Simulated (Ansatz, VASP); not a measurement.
# IrF: VASP beside Ansatz

INCAR

```
ALGO = Normal
EDIFF = 1E-6
ENCUT = 600
GGA = PE
GGA_COMPAT = False
ISIF = 2
ISMEAR = -1
LASPH = True
LCHARG = False
LREAL = False
LWAVE = False
NBANDS = 24
NELM = 120
PREC = Accurate
SIGMA = 0.15
```

Contents of KPOINTS:

```
k-points
0
Gamma
  1 3 3
```

The input POSCAR:

```
IrF
1.0
    5.1542375688     -0.8874284574     -4.2865091740
   -0.2746985045     -2.2377961795     -2.6236810139
    0.0394218367      1.3476110752     -3.0671103728
Ir F
2 2
Direct
    0.6617040000      0.2578150000      0.9657190000
    1.1573960000      0.2785190000      0.9608690000
    0.9074570000      0.8078600000      1.4992820000
    1.4250960000      0.7471750000      1.4964290000
```

Input for Ansatz:

```yaml
crystal:
  lattice:
  - [5.154237568766552, -0.8874284574107045, -4.286509173976316]
  - [-0.27469850449355837, -2.237796179476423, -2.6236810138977886]
  - [0.039421836713613025, 1.3476110751583288, -3.067110372831525]
  atoms:
  - symbol: Ir
    position: [0.661704, 0.257815, 0.965719]
  - symbol: F
    position: [0.907457, 0.80786, 1.499282]
  - symbol: Ir
    position: [1.157396, 0.278519, 0.960869]
  - symbol: F
    position: [1.425096, 0.747175, 1.496429]
kpoints:
  mp_grid:
    grid: [1, 3, 3]
    shift: [0.0, 0.0, 0.0]
hamiltonian:
  xc: pbe
  dispersion: none
  pseudopotentials:
    kind: all_electron
    lapw: {}
magnetization: {spin_polarized: false}
scf:
  occupations: {method: fermi_dirac, width: 0.15 eV}
output: {forces: true, stress: true}
```

Alike in both runs: task single point; functional PBE; k mesh 1 × 3 × 3; no spin polarisation.

```csv
,VASP,Ansatz
version,VASP 6.6.1,Ansatz 0.2 development build
potentials or method,"VASP PAW PBE potentials, release 64 (Ir, F), cutoff 600 eV","all-electron full-potential LAPW, scalar-relativistic"
occupations,"fermi-dirac, width 0.15 eV",fermi-dirac
```

|  | VASP | Ansatz | Ansatz less VASP |
| --- | --- | --- | --- |
| pressure (GPa) | 3.3 | 3.3 | +0.04 |
| rms of the force components (eV/Å) | 0.283 | 0.271 | -0.0122 |

Ansatz ran all-electron here, and VASP with PAW potentials.

The k mesh is coarse, so the values compare programs but aren't converged. Neither program's run includes spin-orbit coupling.
